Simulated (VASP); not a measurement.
# WC in VASP: further runs, part 2 of 3

VASP 6.6.1. The steps go on from the part before.

## (3) Electric field gradients, PBEsol (volume scaled by 1.04)

Input file INCAR:

```
PREC = Accurate
ENCUT = 520
EDIFF = 1E-8
ISMEAR = -1
SIGMA = 0.05
LREAL = False
LASPH = True
NELM = 100
ALGO = Normal
ISIF = 2
LWAVE = False
LCHARG = False
GGA = PS
LEFG = True
NBANDS = 16
```

Input file KPOINTS:

```
Automatic mesh
0
Gamma
  13 13 12
```

Input file POSCAR:

```
WC
1.0
    2.9386703057      0.0000000000      0.0000000000
   -1.4693351528      2.5449631381      0.0000000000
    0.0000000000      0.0000000000      2.8662279534
W C
1 1
Direct
    0.0000000000      0.0000000000      0.0000000000
    0.6666666667      0.3333333333      0.5000000000
```

Potentials or basis: VASP PAW PBE potentials, release 64 (W_sv, C).

Launch:

```console
$ cat potpaw_PBE.64/W_sv/POTCAR potpaw_PBE.64/C/POTCAR > POTCAR
$ mpirun -np 1 vasp_std > vasp.out
```

OUTCAR:

```text
PREC = Accurate
   ENCUT = 520
   EDIFF = 1E-8
   ISMEAR = -1
   LREAL = False
   LASPH = True
   NELM = 100
   ISIF = 2
   GGA = PS

 ion  position               nearest neighbor table
   1  0.000  0.000  0.000-   2 2.22   2 2.22   2 2.22   2 2.22   2 2.22   2 2.22
   2  0.667  0.333  0.500-   1 2.22   1 2.22   1 2.22   1 2.22   1 2.22   1 2.22

  LATTYP: Found a hexagonal cell.
 ALAT       =     2.9386703057
 C/A-ratio  =     0.9753485949

  Lattice vectors:

 A1 = (   2.9386703057,   0.0000000000,   0.0000000000)
 A2 = (  -1.4693351528,   2.5449631381,   0.0000000000)
 A3 = (   0.0000000000,   0.0000000000,   2.8662279534)

Analysis of symmetry for initial positions (statically):
=====================================================================
 Subroutine PRICEL returns:
 Original cell was already a primitive cell.

 Routine SETGRP: Setting up the symmetry group for a
[... 645 lines left out ...]
  energy-cutoff  :      520.00
  volume of cell :       21.44
      direct lattice vectors                 reciprocal lattice vectors
     2.938670306  0.000000000  0.000000000     0.340289960  0.196466500  0.000000000
    -1.469335153  2.544963138  0.000000000     0.000000000  0.392933000  0.000000000
     0.000000000  0.000000000  2.866227953     0.000000000  0.000000000  0.348890603

 POSITION                                       TOTAL-FORCE (eV/Angst)
 -----------------------------------------------------------------------------------
      0.00000      0.00000      0.00000         0.000000      0.000000      0.000000
      1.46934      0.84832      1.43311        -0.000000     -0.000000      0.000000
 -----------------------------------------------------------------------------------
    total drift:                               -0.000000      0.000000      0.000000

  FREE ENERGIE OF THE ION-ELECTRON SYSTEM (eV)
  ---------------------------------------------------
  free  energy   TOTEN  =       -23.8649383218 eV

  energy  without entropy=      -23.8619810445  energy(sigma->0) =      -23.86345968

 Electric field gradients (V/A^2)
---------------------------------------------------------------------
 ion       V_xx      V_yy      V_zz      V_xy      V_xz      V_yz
---------------------------------------------------------------------
   1      65.855    65.856  -131.711     0.000     0.000    -0.000
   2       0.020     0.020    -0.041     0.000     0.000    -0.000
---------------------------------------------------------------------

 Electric field gradients after diagonalization (V/A^2)
 (convention: |V_zz| > |V_xx| > |V_yy|)
----------------------------------------------------------------------
 ion       V_xx      V_yy      V_zz     asymmetry (V_yy - V_xx)/ V_zz
----------------------------------------------------------------------
   1      65.856    65.855  -131.711       0.000
   2       0.021     0.020    -0.041       0.021
----------------------------------------------------------------------

           NMR quadrupolar parameters

 Cq : quadrupolar parameter    Cq=e*Q*V_zz/h
 eta: asymmetry parameters     (V_yy - V_xx)/ V_zz
 Q  : nuclear electric quadrupole moment in mb (millibarn)
----------------------------------------------------------------------
 ion       Cq(MHz)       eta       Q (mb)
----------------------------------------------------------------------
   1      -0.318       0.000       1.000
   2      -0.000       0.021       1.000
----------------------------------------------------------------------
```

OSZICAR:

```text
N       E                     dE             d eps       ncg     rms          rms(c)
DAV:   1     0.105430563625E+03    0.10543E+03   -0.93255E+03  4720   0.124E+03
DAV:   2    -0.236867332271E+02   -0.12912E+03   -0.12495E+03  5584   0.332E+02
DAV:   3    -0.267706147367E+02   -0.30839E+01   -0.30708E+01  5176   0.488E+01
DAV:   4    -0.267871249473E+02   -0.16510E-01   -0.16509E-01  6160   0.402E+00
DAV:   5    -0.267872508616E+02   -0.12591E-03   -0.12591E-03  5200   0.334E-01    0.310E+01
DAV:   6    -0.239813612598E+02    0.28059E+01   -0.54835E+00  5736   0.250E+01    0.814E+00
DAV:   7    -0.239002874267E+02    0.81074E-01   -0.40734E-01  5040   0.490E+00    0.586E+00
DAV:   8    -0.238660419686E+02    0.34245E-01   -0.77717E-02  5376   0.228E+00    0.871E-01
DAV:   9    -0.238651326890E+02    0.90928E-03   -0.28096E-03  5144   0.441E-01    0.127E-01
DAV:  10    -0.238649379516E+02    0.19474E-03   -0.30431E-04  5896   0.206E-01    0.423E-02
DAV:  11    -0.238649389640E+02   -0.10124E-05   -0.11300E-05  5072   0.324E-02    0.810E-03
DAV:  12    -0.238649383786E+02    0.58537E-06   -0.19305E-06  5336   0.114E-02    0.791E-04
DAV:  13    -0.238649383398E+02    0.38854E-07   -0.90517E-08  5368   0.254E-03    0.301E-04
DAV:  14    -0.238649383212E+02    0.18605E-07   -0.16000E-09  3352   0.385E-04    0.438E-05
DAV:  15    -0.238649383218E+02   -0.66075E-09   -0.13630E-10  2552   0.124E-04
   1 F= -.23864938E+02 E0= -.23863460E+02  d E =-.295728E-02
```

Wall time 18 s (1 thread of Intel Xeon 6975P-C (Granite Rapids), shared host); peak memory 0.17 GiB.

Results:

```yaml
Free_energy: -23.8649 eV
Pressure: -14.4 GPa
Band_gap_on_the_k_mesh: zero (band 9 reaches 11.13 eV, above the bottom of band 10 at 9.91 eV)
```

Stress tensor (GPa, compression positive):
```
-13.62   0.00   0.00
  0.00 -13.62   0.00
  0.00   0.00 -15.95
```

Levels at points of the mesh, in eV from the Fermi level:
```
           k point  band 6  band 7  band 8  band 9  band 10  band 11  band 12  band 13
(0.00, 0.00, 0.00)   -4.15   -3.20   -3.20    0.12     3.08     3.08     5.48     5.48
(0.00, 0.00, 0.50)   -8.47   -1.93   -1.93   -0.56    -0.56     3.57     4.44     4.44
```

Electric field gradients, principal values (V/Å²):
```csv
atom,least,middle,greatest (by size)
1 W,65.855,65.856,-131.711
2 C,0.020,0.021,-0.041
```

Caveat: without QUAD_EFG the Cq values of the log hold for a quadrupole moment of 1 mb, not for the nuclei; the PAW data sets were made with another functional, which shifts forces and pressure a little; spin-orbit coupling is left out, which moves the levels of the heavy elements.

## (4) Electric field gradients, PBEsol (volume scaled by 1.04)

Input file INCAR:

```
SYSTEM = WC
PREC = Accurate
ENCUT = 520
EDIFF = 1E-8
ISMEAR = -1
SIGMA = 0.05
LREAL = .FALSE.
LASPH = .TRUE.
NELM = 80
ALGO = Normal
ISIF = 2
LWAVE = .FALSE.
LCHARG = .FALSE.
GGA = PS
LEFG = .TRUE.
NBANDS = 16
```

Input file KPOINTS:

```
regular mesh
0
G
  13 13 12
  0 0 0
```

POSCAR is that of step 3.

Potentials or basis: VASP PAW PBE potentials, release 64 (W_sv, C).

Launch:

```console
$ cat potpaw_PBE.64/W_sv/POTCAR potpaw_PBE.64/C/POTCAR > POTCAR
$ mpirun -np 1 vasp_std > vasp.out
```

OUTCAR:

```text
SYSTEM = WC
   PREC = Accurate
   ENCUT = 520
   EDIFF = 1E-8
   ISMEAR = -1
   LREAL = .FALSE.
   LASPH = .TRUE.
   NELM = 80
   ISIF = 2
   GGA = PS

 ion  position               nearest neighbor table
   1  0.000  0.000  0.000-   2 2.22   2 2.22   2 2.22   2 2.22   2 2.22   2 2.22
   2  0.667  0.333  0.500-   1 2.22   1 2.22   1 2.22   1 2.22   1 2.22   1 2.22

  LATTYP: Found a hexagonal cell.
 ALAT       =     2.9386703057
 C/A-ratio  =     0.9753485949

  Lattice vectors:

 A1 = (   2.9386703057,   0.0000000000,   0.0000000000)
 A2 = (  -1.4693351528,   2.5449631381,   0.0000000000)
 A3 = (   0.0000000000,   0.0000000000,   2.8662279534)

Analysis of symmetry for initial positions (statically):
=====================================================================
 Subroutine PRICEL returns:
 Original cell was already a primitive cell.

 Routine SETGRP: Setting up the symmetry group for a
 hexagonal supercell.
[... 645 lines left out ...]
  volume of cell :       21.44
      direct lattice vectors                 reciprocal lattice vectors
     2.938670306  0.000000000  0.000000000     0.340289960  0.196466500  0.000000000
    -1.469335153  2.544963138  0.000000000     0.000000000  0.392933000  0.000000000
     0.000000000  0.000000000  2.866227953     0.000000000  0.000000000  0.348890603

 POSITION                                       TOTAL-FORCE (eV/Angst)
 -----------------------------------------------------------------------------------
      0.00000      0.00000      0.00000         0.000000      0.000000      0.000000
      1.46934      0.84832      1.43311        -0.000000     -0.000000      0.000000
 -----------------------------------------------------------------------------------
    total drift:                               -0.000000      0.000000      0.000000

  FREE ENERGIE OF THE ION-ELECTRON SYSTEM (eV)
  ---------------------------------------------------
  free  energy   TOTEN  =       -23.8649383218 eV

  energy  without entropy=      -23.8619810445  energy(sigma->0) =      -23.86345968

 Electric field gradients (V/A^2)
---------------------------------------------------------------------
 ion       V_xx      V_yy      V_zz      V_xy      V_xz      V_yz
---------------------------------------------------------------------
   1      65.855    65.856  -131.711     0.000     0.000    -0.000
   2       0.020     0.020    -0.041     0.000     0.000    -0.000
---------------------------------------------------------------------

 Electric field gradients after diagonalization (V/A^2)
 (convention: |V_zz| > |V_xx| > |V_yy|)
----------------------------------------------------------------------
 ion       V_xx      V_yy      V_zz     asymmetry (V_yy - V_xx)/ V_zz
----------------------------------------------------------------------
   1      65.856    65.855  -131.711       0.000
   2       0.021     0.020    -0.041       0.021
----------------------------------------------------------------------

           NMR quadrupolar parameters

 Cq : quadrupolar parameter    Cq=e*Q*V_zz/h
 eta: asymmetry parameters     (V_yy - V_xx)/ V_zz
 Q  : nuclear electric quadrupole moment in mb (millibarn)
----------------------------------------------------------------------
 ion       Cq(MHz)       eta       Q (mb)
----------------------------------------------------------------------
   1      -0.318       0.000       1.000
   2      -0.000       0.021       1.000
----------------------------------------------------------------------
```

OSZICAR:

```text
N       E                     dE             d eps       ncg     rms          rms(c)
DAV:   1     0.105430563625E+03    0.10543E+03   -0.93255E+03  4720   0.124E+03
DAV:   2    -0.236867332271E+02   -0.12912E+03   -0.12495E+03  5584   0.332E+02
DAV:   3    -0.267706147367E+02   -0.30839E+01   -0.30708E+01  5176   0.488E+01
DAV:   4    -0.267871249473E+02   -0.16510E-01   -0.16509E-01  6160   0.402E+00
DAV:   5    -0.267872508616E+02   -0.12591E-03   -0.12591E-03  5200   0.334E-01    0.310E+01
DAV:   6    -0.239813612598E+02    0.28059E+01   -0.54835E+00  5736   0.250E+01    0.814E+00
DAV:   7    -0.239002874267E+02    0.81074E-01   -0.40734E-01  5040   0.490E+00    0.586E+00
DAV:   8    -0.238660419686E+02    0.34245E-01   -0.77717E-02  5376   0.228E+00    0.871E-01
DAV:   9    -0.238651326890E+02    0.90928E-03   -0.28096E-03  5144   0.441E-01    0.127E-01
DAV:  10    -0.238649379516E+02    0.19474E-03   -0.30431E-04  5896   0.206E-01    0.423E-02
DAV:  11    -0.238649389640E+02   -0.10124E-05   -0.11300E-05  5072   0.324E-02    0.810E-03
DAV:  12    -0.238649383786E+02    0.58537E-06   -0.19305E-06  5336   0.114E-02    0.791E-04
DAV:  13    -0.238649383398E+02    0.38854E-07   -0.90517E-08  5368   0.254E-03    0.301E-04
DAV:  14    -0.238649383212E+02    0.18605E-07   -0.16000E-09  3352   0.385E-04    0.438E-05
DAV:  15    -0.238649383218E+02   -0.66075E-09   -0.13630E-10  2552   0.124E-04
   1 F= -.23864938E+02 E0= -.23863460E+02  d E =-.295728E-02
```

Run time: 17 s. Hardware: 1 thread of Intel Xeon 6975P-C (Granite Rapids), shared host; peak memory 0.17 GiB.

What came out:

| Property | Result |
| --- | --- |
| Free energy | -23.8649 eV |
| Pressure | -14.4 GPa |
| Band gap on the k mesh | zero (band 9 reaches 11.13 eV, above the bottom of band 10 at 9.91 eV) |

Electric field gradients, principal values (V/Å²):
| atom | least | middle | greatest (by size) |
| --- | --- | --- | --- |
| 1 W | 65.855 | 65.856 | -131.711 |
| 2 C | 0.020 | 0.021 | -0.041 |

Caveat: without QUAD_EFG the Cq values of the log hold for a quadrupole moment of 1 mb, not for the nuclei; the PAW data sets were made with another functional, which shifts forces and pressure a little; spin-orbit coupling is left out, which moves the levels of the heavy elements.

## (5) Electric field gradients, PBEsol (equal xy, yz and zx shear strains of -3 %)

Input file INCAR:

```
ALGO = Normal ; EDIFF = 1E-8
ENCUT = 520 ; GGA = PS
ISIF = 2 ; ISMEAR = -1
LASPH = T ; LCHARG = F
LEFG = T ; LREAL = F
LWAVE = F ; NBANDS = 16
NELM = 80 ; PREC = Accurate
SIGMA = 0.05
```

Input file KPOINTS:

```
k-points
0
Gamma
  13 13 12
```

Input file POSCAR:

```
WC
1.0
    2.9005014360     -0.0435075215     -0.0435075215
   -1.4879293369      2.5336616881     -0.0159248581
   -0.0424350000     -0.0424350000      2.8290000000
W C
1 1
Direct
    0.0000000000      0.0000000000      0.0000000000
    0.6666666667      0.3333333333      0.5000000000
```

Potentials or basis: VASP PAW PBE potentials, release 64 (W_sv, C).

Launch:

```console
$ cat potpaw_PBE.64/W_sv/POTCAR potpaw_PBE.64/C/POTCAR > POTCAR
$ mpirun -np 1 vasp_std > vasp.out
```

OUTCAR:

```text
EDIFF = 1E-8
   ENCUT = 520
   GGA = PS
   ISIF = 2
   ISMEAR = -1
   LASPH = T
   LREAL = F
   NELM = 80
   PREC = Accurate

 ion  position               nearest neighbor table
   1  0.000  0.000  0.000-   2 2.13   2 2.16   2 2.20   2 2.22   2 2.22   2 2.22
   2  0.667  0.333  0.500-   1 2.13   1 2.16   1 2.20   1 2.22   1 2.22   1 2.22

  LATTYP: Found a triclinic cell.
 ALAT       =     2.9383037390
 B/A-ratio  =     1.7101520239
 C/A-ratio  =     1.3995971528
 COS(alpha) =     0.0005175700
 COS(beta)  =     0.3588213562
 COS(gamma) =     0.8697686736

  Lattice vectors:

 A1 = (   1.4879293369,  -2.5336616881,   0.0159248581)
 A2 = (   0.0753572378,  -5.0238158547,   0.0753572377)
 A3 = (   2.9429364360,  -0.0010725215,  -2.8725075215)

Analysis of symmetry for initial positions (statically):
=====================================================================
 Subroutine PRICEL returns:
[... 648 lines left out ...]
  energy-cutoff  :      520.00
  volume of cell :       20.60
      direct lattice vectors                 reciprocal lattice vectors
     2.900501436 -0.043507522 -0.043507522     0.347958185  0.204395534  0.008285306
    -1.487929337  2.533661688 -0.015924858     0.006065265  0.398285722  0.006065265
    -0.042435000 -0.042435000  2.829000000     0.005385432  0.005385432  0.353643359

 POSITION                                       TOTAL-FORCE (eV/Angst)
 -----------------------------------------------------------------------------------
      0.00000      0.00000      0.00000        -0.225575     -0.000588     -0.057985
      1.41647      0.79433      1.38019         0.225575      0.000588      0.057985
 -----------------------------------------------------------------------------------
    total drift:                                0.000017     -0.000025     -0.000004

  FREE ENERGIE OF THE ION-ELECTRON SYSTEM (eV)
  ---------------------------------------------------
  free  energy   TOTEN  =       -23.8480938474 eV

  energy  without entropy=      -23.8459248571  energy(sigma->0) =      -23.84700935

 Electric field gradients (V/A^2)
---------------------------------------------------------------------
 ion       V_xx      V_yy      V_zz      V_xy      V_xz      V_yz
---------------------------------------------------------------------
   1      70.978    75.882  -146.860   -32.437   -64.046   -63.860
   2      -0.040    -0.116     0.156    -1.174    -3.008    -2.990
---------------------------------------------------------------------

 Electric field gradients after diagonalization (V/A^2)
 (convention: |V_zz| > |V_xx| > |V_yy|)
----------------------------------------------------------------------
 ion       V_xx      V_yy      V_zz     asymmetry (V_yy - V_xx)/ V_zz
----------------------------------------------------------------------
   1     106.043    77.286  -183.329       0.157
   2       3.752     1.096    -4.848       0.548
----------------------------------------------------------------------

           NMR quadrupolar parameters

 Cq : quadrupolar parameter    Cq=e*Q*V_zz/h
 eta: asymmetry parameters     (V_yy - V_xx)/ V_zz
 Q  : nuclear electric quadrupole moment in mb (millibarn)
----------------------------------------------------------------------
 ion       Cq(MHz)       eta       Q (mb)
----------------------------------------------------------------------
   1      -0.443       0.157       1.000
   2      -0.012       0.548       1.000
----------------------------------------------------------------------
```

stdout:

```text
POSCAR found type information on POSCAR W C
 POSCAR found :  2 types and       2 ions
 scaLAPACK will be used
 -----------------------------------------------------------------------------
[... 27 lines left out ...]
     0.0000367     0.7622820     1.9726364     0.6995150     1.9836790    -0.0177710
     0.0000505     0.7622820     1.9726364     0.6995150     1.9836790    -0.0177710
     0.0000695     0.7622820     1.9726364     0.6995150     1.9836790    -0.0177710

     0.0000266     1.3026131     3.2573046     0.7678574     3.2759767    -0.0309617
     0.0000367     1.3026131     3.2573044     0.7678574     3.2759765    -0.0309617
     0.0000505     1.3026129     3.2573041     0.7678574     3.2759762    -0.0309617
     0.0000695     1.3026127     3.2573035     0.7678574     3.2759756    -0.0309617
```

It took 2.5 min on 1 thread of Intel Xeon Platinum 8488C (Sapphire Rapids), shared host; peak memory 0.42 GiB.

Results:

```yaml
Free_energy: -23.8481 eV
Pressure: 1.6 GPa
Largest_force: 0.233 eV/Å
Band_gap_on_the_k_mesh: zero (band 9 reaches 11.68 eV, above the bottom of band 10 at 10.51 eV)
```

Forces on the atoms (eV/Å):
```
W   -0.226 -0.001 -0.058
C    0.226  0.001  0.058
```

Levels at points of the mesh, in eV from the Fermi level:
```csv
k point,band 6,band 7,band 8,band 9,band 10,band 11,band 12,band 13
"(0.00, 0.00, 0.00)",-4.38,-3.62,-3.14,0.11,3.13,3.18,5.61,5.90
"(0.00, 0.00, 0.50)",-8.73,-2.12,-1.99,-0.89,-0.33,3.72,4.34,4.72
```

Electric field gradients, principal values (V/Å²):
| atom | least | middle | greatest (by size) |
| --- | --- | --- | --- |
| 1 W | 77.286 | 106.043 | -183.329 |
| 2 C | 1.096 | 3.752 | -4.848 |

Caveat: the cell differs from its parent crystal (equal xy, yz and zx shear strains of -3 %); without QUAD_EFG the Cq values of the log hold for a quadrupole moment of 1 mb, not for the nuclei; the PAW data sets were made with another functional, which shifts forces and pressure a little; spin-orbit coupling is left out, which moves the levels of the heavy elements.

[end of part 2 of 3]
